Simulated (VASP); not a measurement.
# KCl (Pm-3m) in VASP: a series of runs

Runs on KCl. Level: PBE. Tasks: single point.

All numbers are computed with VASP 6.6.1; they aren't measurements. Logs are shortened: lines on timing, memory, paths and dates and some standing lists are left out, and cuts for length are marked.

## Step 1: The cell of the first run

Symmetry: Pm-3m, No. 221, cubic system. The conventional cell has a = 3.839 Å, b = 3.839 Å, c = 3.839 Å, α = 90.00°, β = 90.00°, γ = 90.00°. K (site symmetry m-3m) has 8 Cl at 3.32 Å and 6 K at 3.84 Å within 4.4 Å. Within 4.4 Å of Cl (site symmetry m-3m) lie 8 K at 3.32 Å and 6 Cl at 3.84 Å.

## Step 2: Single point, PBE

Input file INCAR:

```
ALGO = Normal
EDIFF = 1E-6
ENCUT = 520
GGA = PE
ISIF = 2
ISMEAR = -1
LASPH = True
LCHARG = True
LELF = True
LREAL = False
LVHAR = True
LWAVE = False
NBANDS = 15
NELM = 80
PREC = Accurate
SIGMA = 0.05
```

Input file KPOINTS:

```
k-points
0
Gamma
  6 6 6
```

Input file POSCAR:

```
KCl
1.0
    3.8391960000      0.0000000000      0.0000000000
    0.0000000000      3.8391960000      0.0000000000
    0.0000000000      0.0000000000      3.8391960000
K Cl
1 1
Direct
    0.0000000000      0.0000000000      0.0000000000
    0.5000000000      0.5000000000      0.5000000000
```

Potentials or basis: VASP PAW PBE potentials, release 64 (K_sv, Cl).

Started as:

```sh
> cat potpaw_PBE.64/K_sv/POTCAR potpaw_PBE.64/Cl/POTCAR > POTCAR
> mpirun -np 1 vasp_std > vasp.out
```

OUTCAR:

```text
EDIFF = 1E-6
   ENCUT = 520
   GGA = PE
   ISIF = 2
   ISMEAR = -1
   LASPH = True
   LREAL = False
   NELM = 80
   PREC = Accurate

 ion  position               nearest neighbor table
   1  0.000  0.000  0.000-
   2  0.500  0.500  0.500-

  LATTYP: Found a simple cubic cell.
 ALAT       =     3.8391960000

  Lattice vectors:

 A1 = (   3.8391960000,   0.0000000000,   0.0000000000)
 A2 = (   0.0000000000,   3.8391960000,   0.0000000000)
 A3 = (   0.0000000000,   0.0000000000,   3.8391960000)

Analysis of symmetry for initial positions (statically):
=====================================================================
 Subroutine PRICEL returns:
 Original cell was already a primitive cell.

 Routine SETGRP: Setting up the symmetry group for a
 simple cubic supercell.

 Subroutine GETGRP returns: Found 48 space group operations
 (whereof 48 operations were pure point group operations)
 out of a pool of 48 trial point group operations.

The static configuration has the point symmetry O_h .

Analysis of symmetry for dynamics (positions and initial velocities):
=====================================================================
 Subroutine PRICEL returns:
 Original cell was already a primitive cell.

 Routine SETGRP: Setting up the symmetry group for a
 simple cubic supercell.

 Subroutine GETGRP returns: Found 48 space group operations
 (whereof 48 operations were pure point group operations)
 out of a pool of 48 trial point group operations.

The dynamic configuration has the point symmetry O_h .

 Subroutine INISYM returns: Found 48 space group operations
 (whereof 48 operations are pure point group operations),
 and found     1 'primitive' translations

----------------------------------------------------------------------------------------

                                     Primitive cell

  volume of cell :      56.5875

  direct lattice vectors                    reciprocal lattice vectors
     3.839196000  0.000000000  0.000000000     0.260471203  0.000000000  0.000000000
     0.000000000  3.839196000  0.000000000     0.000000000  0.260471203  0.000000000
     0.000000000  0.000000000  3.839196000     0.000000000  0.000000000  0.260471203

  length of vectors
     3.839196000  3.839196000  3.839196000     0.260471203  0.260471203  0.260471203

  position of ions in fractional coordinates (direct lattice)
     0.000000000  0.000000000  0.000000000
     0.500000000  0.500000000  0.500000000

  ion indices of the primitive-cell ions
   primitive index   ion index
                 1           1
                 2           2

----------------------------------------------------------------------------------------

 KPOINTS: k-points

Automatic generation of k-mesh.
 Grid dimensions read from file:
 generate k-points for:    6    6    6

 Generating k-lattice:

  Cartesian coordinates                     Fractional coordinates (reciprocal lattice)
     0.043411867  0.000000000  0.000000000     0.166666667  0.000000000  0.000000000
     0.000000000  0.043411867  0.000000000     0.000000000  0.166666667  0.000000000
     0.000000000  0.000000000  0.043411867     0.000000000  0.000000000  0.166666667

  Length of vectors
     0.043411867  0.043411867  0.043411867

  Shift w.r.t. Gamma in fractional coordinates (k-lattice)
     0.000000000  0.000000000  0.000000000

 Subroutine IBZKPT returns following result:
 ===========================================

 Found     20 irreducible k-points:

 Following reciprocal coordinates:
            Coordinates               Weight
  0.000000  0.000000  0.000000      1.000000
  0.166667  0.000000  0.000000      6.000000
  0.333333  0.000000  0.000000      6.000000
  0.500000  0.000000  0.000000      3.000000
  0.166667  0.166667  0.000000     12.000000
  0.333333  0.166667  0.000000     24.000000
[... 12 lines left out ...]
  0.500000  0.500000  0.333333      6.000000
  0.500000  0.500000  0.500000      1.000000
   k-points           NKPTS =     20   k-points in BZ     NKDIM =     20   number of bands    NBANDS=     15
   number of dos      NEDOS =    301   number of ions     NIONS =      2
   total plane-waves  NPLWV =  27000
   dimension x,y,z NGX =    30 NGY =   30 NGZ =   30
   dimension x,y,z NGXF=    60 NGYF=   60 NGZF=   60
   ions per type =               1   1
   NGX,Y,Z   is equivalent  to a cutoff of  12.99, 12.99, 12.99 a.u.
   NGXF,Y,Z  is equivalent  to a cutoff of  25.98, 25.98, 25.98 a.u.
 SYSTEM =  unknown system
   PREC   = accura    normal or accurate (medium, high low for compatibility)
   ISTART =      0    job   : 0-new  1-cont  2-samecut
   ICHARG =      2    charge: 1-file 2-atom 10-const
   ISPIN  =      1    spin polarized calculation?
   LNONCOLLINEAR =      F non collinear calculations
   LSORBIT =      F    spin-orbit coupling
   LASPH  =      T    aspherical Exc in radial PAW
   ENCUT  =  520.0 eV  38.22 Ry    6.18 a.u.   7.14  7.14  7.14*2*pi/ulx,y,z
   NELM   =     80;   NELMIN=  2; NELMDL= -5     # of ELM steps
   EDIFF  = 0.1E-05   stopping-criterion for ELM
   LREAL  =      F    real-space projection
   EDIFFG = 0.1E-04   stopping-criterion for IOM
   NSW    =      0    number of steps for IOM
   IBRION =     -1    ionic relax: 0-MD 1-quasi-New 2-CG
   NFREE  =      0    steps in history (QN), initial steepest desc. (CG)
   ISIF   =      2    stress and relaxation
   ISYM   =      2    0-nonsym 1-usesym 2-fastsym
   POTIM  = 0.5000    time-step for ionic-motion
   TEBEG  =    0.0;   TEEND  =   0.0 temperature during run
   PSTRESS=    0.0 pullay stress
   NELECT =      16.0000    total number of electrons
   NUPDOWN=      -1.0000    fix difference up-down
   EMIN   =  10.00;   EMAX   =-10.00  energy-range for DOS
   EFERMI =   0.00;   METHOD = LEGACY
   ISMEAR =    -1;   SIGMA  =   0.05  broadening in eV -4-tet -1-fermi 0-gaus
   EFERMI_NEDOS =   21; number of points for ismear=-14 and -15
   IALGO  =     38    algorithm
   IMIX   =      4    mixing-type and parameters
     AMIX     =   0.40;   BMIX     =  1.00
     AMIX_MAG =   1.60;   BMIX_MAG =  1.00
  volume/ion in A,a.u.               =      28.29       190.94
  Fermi-wavevector in a.u.,A,eV,Ry     =   1.074504  2.030517 15.708715  1.154558
  Thomas-Fermi vector in A             =   2.210334
   LORBIT       =      0    0 simple, 1 ext, 2 COOP (PROOUT), +10 PAW based schemes
   GGA     = PE    functional components
   LHFCALC =     F    Hartree Fock is set to
   AEXX    =    0.0000 exact exchange contribution
   IVDW    =     0    specifies the selected vdW correction
   LEPSILON=     F    determine dielectric tensor
   LRPA    =     F    only Hartree local field effects (RPA)
 non-spin polarized calculation
  energy-cutoff  :      520.00
  volume of cell :       56.59
 maximum number of plane-waves:      1568
 NGX is ok and might be reduce to    30
   NGX = 15   NGY = 15   NGZ = 15

 number of electron      16.0000007 magnetization

 Free energy of the ion-electron system (eV)
  ---------------------------------------------------
  ext. energy  EPLUGINS =         0.00000000
  ---------------------------------------------------
  free energy    TOTEN  =        -6.65530394 eV

  energy without entropy =       -6.65530394  energy(sigma->0) =       -6.65530394

 E-fermi :   0.3505     XC(G=0):  -8.0713

 val. band max:       -0.8328229418   @ k =   0.5000   0.5000   0.0000
 cond. band min:       3.9636766325   @ k =   0.0000   0.0000   0.0000
 fundamental gap:      4.7964995744
 Fermi energy:         0.3504659202

 k-point     1 :       0.0000    0.0000    0.0000
  band No.  band energies     occupation
      1     -28.8966      2.00000
      2     -13.3994      2.00000
      3     -12.2830      2.00000
      4     -12.2830      2.00000
      5     -12.2830      2.00000
      6      -1.0359      2.00000
      7      -1.0359      2.00000
      8      -1.0359      2.00000
      9       3.9637      0.00000
     10       5.7361      0.00000
     11       5.7361      0.00000
     12       9.8062      0.00000
     13       9.8062      0.00000
     14       9.8062      0.00000
     15      12.7848      0.00000

 k-point     2 :       0.1667    0.0000    0.0000
  band No.  band energies     occupation
      1     -28.8919      2.00000
      2     -13.4431      2.00000
      3     -12.2755      2.00000
      4     -12.2755      2.00000
      5     -12.2482      2.00000
      6      -1.5107      2.00000
      7      -1.0372      2.00000
      8      -1.0372      2.00000
      9       4.5737      0.00000
     10       5.9596      0.00000
     11       6.2662      0.00000
     12       9.7074      0.00000
     13       9.7074      0.00000
     14       9.9327      0.00000
     15      11.8286      0.00000

 k-point     3 :       0.3333    0.0000    0.0000
  band No.  band energies     occupation
      1     -28.8824      2.00000
      2     -13.5318      2.00000
      3     -12.2604      2.00000
      4     -12.2604      2.00000
      5     -12.1724      2.00000
      6      -2.2666      2.00000
      7      -1.0407      2.00000
      8      -1.0407      2.00000
      9       5.8544      0.00000
     10       6.5675      0.00000
     11       7.2534      0.00000
     12       9.6183      0.00000
     13       9.6183      0.00000
     14      10.2070      0.00000
     15      10.2251      0.00000
[... 271 lines left out ...]
 k-point    19 :       0.5000    0.5000    0.3333
  band No.  band energies     occupation
      1     -28.8475      2.00000
      2     -13.0358      2.00000
      3     -12.4640      2.00000
      4     -12.4640      2.00000
      5     -12.3968      2.00000
      6      -2.1091      2.00000
      7      -2.1091      2.00000
      8      -1.8575      2.00000
      9       7.0547      0.00000
     10       7.9421      0.00000
     11       7.9421      0.00000
     12       8.4263      0.00000
     13       9.4230      0.00000
     14       9.4230      0.00000
     15      11.3825      0.00000

 k-point    20 :       0.5000    0.5000    0.5000
  band No.  band energies     occupation
      1     -28.8433      2.00000
      2     -13.0007      2.00000
      3     -12.4510      2.00000
      4     -12.4510      2.00000
      5     -12.4510      2.00000
      6      -2.1387      2.00000
      7      -2.1387      2.00000
      8      -2.1387      2.00000
      9       7.9728      0.00000
     10       7.9728      0.00000
     11       7.9728      0.00000
     12       9.0486      0.00000
     13       9.0486      0.00000
     14       9.0486      0.00000
     15      11.3962      0.00000

------------------------ aborting loop because EDIFF is reached ----------------------------------------

  FORCE on cell =-STRESS in cart. coord.  units (eV):
  Direction    XX          YY          ZZ          XY          YZ          ZX
  --------------------------------------------------------------------------------------
  -------------------------------------------------------------------------------------
  Total       -0.0153466     -0.0153466     -0.0153466     -0.0000000     -0.0000000      0.0000000
  in kB       -0.4345130     -0.4345130     -0.4345130     -0.0000000     -0.0000000      0.0000000
  external PRESSURE =      -0.4345130 kB  Pullay stress =       0.0000000 kB

 VOLUME and BASIS-vectors are now :
 -----------------------------------------------------------------------------
  energy-cutoff  :      520.00
  volume of cell :       56.59
      direct lattice vectors                 reciprocal lattice vectors
     3.839196000  0.000000000  0.000000000     0.260471203  0.000000000  0.000000000
     0.000000000  3.839196000  0.000000000     0.000000000  0.260471203  0.000000000
     0.000000000  0.000000000  3.839196000     0.000000000  0.000000000  0.260471203

 POSITION                                       TOTAL-FORCE (eV/Angst)
 -----------------------------------------------------------------------------------
      0.00000      0.00000      0.00000         0.000000      0.000000      0.000000
      1.91960      1.91960      1.91960         0.000000      0.000000      0.000000
 -----------------------------------------------------------------------------------
    total drift:                                0.000000      0.000000     -0.000000

  FREE ENERGIE OF THE ION-ELECTRON SYSTEM (eV)
  ---------------------------------------------------
  free  energy   TOTEN  =        -6.6553039444 eV

  energy  without entropy=       -6.6553039444  energy(sigma->0) =       -6.65530394
```

Wall time 9.5 s (1 thread of AMD EPYC 9R45 (Zen 5), shared host); peak memory 0.14 GiB.

What came out:

- Free energy: -6.6553 eV
- Pressure: 0.0 GPa
- Band gap on the k mesh: 4.80 eV, indirect (least direct gap 5.00 eV)

Levels at points of the mesh, in eV from the valence-band top:
| k point | band 6 | band 7 | band 8 | band 9 | band 10 | band 11 |
| --- | --- | --- | --- | --- | --- | --- |
| (0.00, 0.00, 0.00) | -0.20 | -0.20 | -0.20 | 4.80 | 6.57 | 6.57 |
| (0.50, 0.00, 0.00) | -1.75 | -0.21 | -0.21 | 7.70 | 7.91 | 8.24 |
| (0.50, 0.50, 0.00) | -1.19 | -1.19 | 0.00 | 6.19 | 7.28 | 8.94 |
| (0.50, 0.50, 0.50) | -1.31 | -1.31 | -1.31 | 8.81 | 8.81 | 8.81 |

A k mesh can miss the band edges.

## Step 3: Single point, PBE (volume scaled by 0.94)

Input file INCAR:

```
  PREC = Accurate
  ENCUT = 520
  EDIFF = 1E-6
  ISMEAR = -1
  SIGMA = 0.05
  LREAL = F
  LASPH = T
  NELM = 80
  ALGO = Normal
  ISIF = 2
  LWAVE = F
  LCHARG = T
  GGA = PE
  LELF = T
  LVHAR = T
  NBANDS = 15
```

Input file KPOINTS:

```
Automatic mesh
0
Gamma
  7 7 7
```

Input file POSCAR:

```
KCl
1.0
    3.7608230702      0.0000000000      0.0000000000
    0.0000000000      3.7608230702      0.0000000000
    0.0000000000      0.0000000000      3.7608230702
K Cl
1 1
Direct
    0.0000000000      0.0000000000      0.0000000000
    0.5000000000      0.5000000000      0.5000000000
```

Potentials or basis: VASP PAW PBE potentials, release 64 (K_sv, Cl).

Started as:

```sh
> cat potpaw_PBE.64/K_sv/POTCAR potpaw_PBE.64/Cl/POTCAR > POTCAR
> mpirun -np 1 vasp_std > vasp.out
```

It took 10 s on 1 thread of AMD EPYC 7R13 (Zen 3), shared host; peak memory 0.13 GiB.

The run converged. Its results:

- Free energy: -6.6417 eV
- Pressure: 1.3 GPa
- Band gap on the k mesh: 5.09 eV, indirect (least direct gap 5.28 eV)

Levels at points of the mesh, in eV from the valence-band top:
```csv
k point,band 5,band 6,band 7,band 8,band 9,band 10,band 11,band 12
"(0.00, 0.00, 0.00)",-11.31,-0.19,-0.19,-0.19,5.09,6.54,6.54,10.83
```

 A k mesh can miss the band edges.

## Step 4: Single point, PBE (volume scaled by 0.96)

Input file INCAR:

```
PREC = Accurate
ENCUT = 520
EDIFF = 1E-6
ISMEAR = -1
SIGMA = 0.05
LREAL = F
LASPH = T
NELM = 80
ALGO = Normal
ISIF = 2
LWAVE = F
LCHARG = F
GGA = PE
NBANDS = 15
```

KPOINTS is that of step 3.

Input file POSCAR:

```
KCl
1.0
    3.7873086124      0.0000000000      0.0000000000
    0.0000000000      3.7873086124      0.0000000000
    0.0000000000      0.0000000000      3.7873086124
K Cl
1 1
Direct
    0.0000000000      0.0000000000      0.0000000000
    0.5000000000      0.5000000000      0.5000000000
```

Started as:

```sh
> cat potpaw_PBE.64/K_sv/POTCAR potpaw_PBE.64/Cl/POTCAR > POTCAR
> mpirun -np 1 vasp_std > vasp.out
```

It took 10 s on 1 thread of AMD EPYC 7R13 (Zen 3), shared host; peak memory 0.13 GiB.

The run converged. Its results:

| Property | Result |
| --- | --- |
| Free energy | -6.6495 eV |
| Pressure | 0.8 GPa |
| Band gap on the k mesh | 4.99 eV, indirect (least direct gap 5.18 eV) |

Levels at points of the mesh, in eV from the valence-band top:
```tsv
k point	band 5	band 6	band 7	band 8	band 9	band 10	band 11	band 12
(0.00, 0.00, 0.00)	-11.35	-0.19	-0.19	-0.19	4.99	6.56	6.56	10.77
```

[end of part 1 of 2]
